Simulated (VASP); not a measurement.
Crystal: PtSe2.

```
Pt Se
1.0
     3.72400    0.00000    0.00000
    -1.86200    3.22508    0.00000
     0.00000    0.00000    5.06200
Pt Se
1 2
Direct
  0.00000 0.00000 0.00000
  0.66667 0.33333 0.75000
  0.33333 0.66667 0.25000
```

- Program: VASP 6.6.1
- Task: relaxation of cell and atoms
- Functional: r2SCAN
- Potentials or basis: VASP PAW PBE potentials, release 64 (Pt, Se)
- Cutoff: 600 eV
- k mesh: 8 × 8 × 5
- Occupations: fermi-dirac, width 0.05 eV
- Spin: no spin polarisation
- Hubbard terms: Pt d U = 8.0 eV

At the start: pressure -0.8 GPa; volume 20.27 Å³/atom.

Task: Where does the relaxation end?

Result: Over 16 steps the energy falls by 20.0 meV/atom and the volume is 22.90 Å³/atom (+13.0 %); space group P-3m1 (No. 164, to 0.1 Å) before and after.

The path:
```
step  energy change (eV)  largest force (eV/Å)  pressure (GPa)  volume (Å³)
   1              0.0000                0.0484           -0.79        60.80
   2             -0.0045                0.0885            1.50        59.92
   3             -0.0051                0.0531            0.91        60.14
   4             -0.0109                0.0702            0.58        60.49
   5             -0.0133                0.2444            0.13        60.97
   6             -0.0191                0.2457            0.18        61.48
   7             -0.0342                0.2121            0.46        62.98
   8             -0.0452                0.0650            1.57        65.84
   9             -0.0487                0.1137            1.00        66.53
  10             -0.0519                0.2113           -0.06        67.97
  11             -0.0539                0.1778           -0.01        68.05
  12             -0.0582                0.0775            0.13        68.29
  13             -0.0584                0.1239            0.42        68.76
  14             -0.0598                0.0257            0.28        68.53
  15             -0.0599                0.0095           -0.08        68.76
  16             -0.0599                0.0005            0.01        68.70
```

Final structure:
```
Pt Se
1.0
     3.63853    0.00000    0.00000
    -1.81926    3.15106    0.00000
     0.00000    0.00000    5.99236
Pt Se
1 2
Direct
  0.00000 0.00000 0.00000
  0.66667 0.33333 0.78117
  0.33333 0.66667 0.21883
```

Caveat: a cell axis changed by over 15 % at a fixed basis, so the end point is rough; the PAW data sets were made with another functional, which shifts forces and pressure a little.
